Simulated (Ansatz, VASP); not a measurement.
# LiBi3: VASP beside Ansatz

```
Li Bi
1.0
     6.09147    0.00000    0.00000
     0.00000    6.09147    0.00000
     0.00000    0.00000    2.84569
Li Bi
1 3
Cartesian
  3.0457 3.0457 1.4228
  0.0000 0.0000 0.0000
  0.0000 3.0457 0.0000
  3.0457 0.0000 0.0000
```

Alike in both runs: task relaxation of cell and atoms; functional PBE; k mesh 4 × 4 × 6; occupations gaussian, width 0.1 eV; no spin polarisation.

|  | VASP | Ansatz |
| --- | --- | --- |
| version | VASP 6.6.1 | Ansatz 0.2.0 |
| potentials or method | VASP PAW PBE potentials, release 64 (Li_sv, Bi_d), cutoff 600 eV | scalar-relativistic, plane waves, PAW |
| valence electrons in the cell | 48 | 48 |

```tsv
	VASP	Ansatz	Ansatz less VASP
gap on the k mesh at the Fermi level, each at its own relaxed structure (eV)	none	none	-
relaxed volume (Å³/atom)	32.42	32.38	-0.043
relaxed cell length with the largest relative difference (Å)	3.160	3.155	-0.0042
```

A gap of «none» marks a metal or a gap that the smearing closes.

The k mesh is coarse, so the values compare programs but aren't converged. Neither program's run includes spin-orbit coupling. Noted on VASP's run: the cutoff is short for stress, so the pressure is rough; the volume moved by over 15 % at a fixed basis, so the end points are rough.
